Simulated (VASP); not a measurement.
Set up this calculation in VASP 6.6.1, as the native input.

```yaml
Task: relaxation of cell and atoms
Functional: PBE
Potentials_or_basis: VASP PAW PBE potentials, release 64 (P)
Cutoff: 500 eV
k_mesh: 24 × 24 × 24
Occupations: gaussian, width 0.1 eV
Spin: no spin polarisation
Dipole_correction: no
Further_INCAR_settings: ALGO = Normal; EDIFF = 1e-07; IBRION = 2; EDIFFG = -0.01; NSW = 100; ISIF = 3
```

The structure of P lies in POSCAR:

```
P
1.0
    0.0000000000      1.8169954270      2.5279013224
    1.6316988541      0.0000000000      2.5279013224
    1.6316988541      1.8169954270      0.0000000000
P
1
Direct
    0.0000000000      0.0000000000      0.0000000000
```

One way to write it, as run:

INCAR

```
SYSTEM = P
PREC = Accurate
ENCUT = 500
EDIFF = 1E-7
ISMEAR = 0
SIGMA = 0.1
LREAL = .FALSE.
LASPH = .TRUE.
NELM = 120
ALGO = Normal
ISIF = 3
LWAVE = .FALSE.
LCHARG = .FALSE.
GGA = PE
IBRION = 2
NSW = 100
EDIFFG = -0.01
GGA_COMPAT = .FALSE.
NELMIN = 4
```

KPOINTS

```
Automatic mesh
0
G
  24 24 24
  0 0 0
```

Potentials or basis: VASP PAW PBE potentials, release 64 (P).

Run with:

```bash
$ cat potpaw_PBE.64/P/POTCAR > POTCAR
$ mpirun -np 1 vasp_std > vasp.out
```

It gave:

```
Relaxed volume                        : 19.12 Å³/atom
Relaxed cell                          : a = 4.006 Å, b = 4.005 Å, c = 2.284 Å, α = 73.44°, β = 73.43°, γ = 33.13°
Space group after relaxing (to 0.1 Å) : I4/mmm (No. 139)
Energy gained by relaxing             : 152.2 meV/atom
Ionic steps                           : 30
Pressure after relaxing               : 0.0 GPa
Band gap on the k mesh                : zero (an odd number of electrons rules out a gap without spin polarisation)
```

Caveat: the volume moved by over 15 % at a fixed basis, so the end points are rough.

Wall time 18 min on 1 thread of Intel(R) Xeon(R) 6975P-C (Granite Rapids) (shared host), peak memory 0.26 GiB.
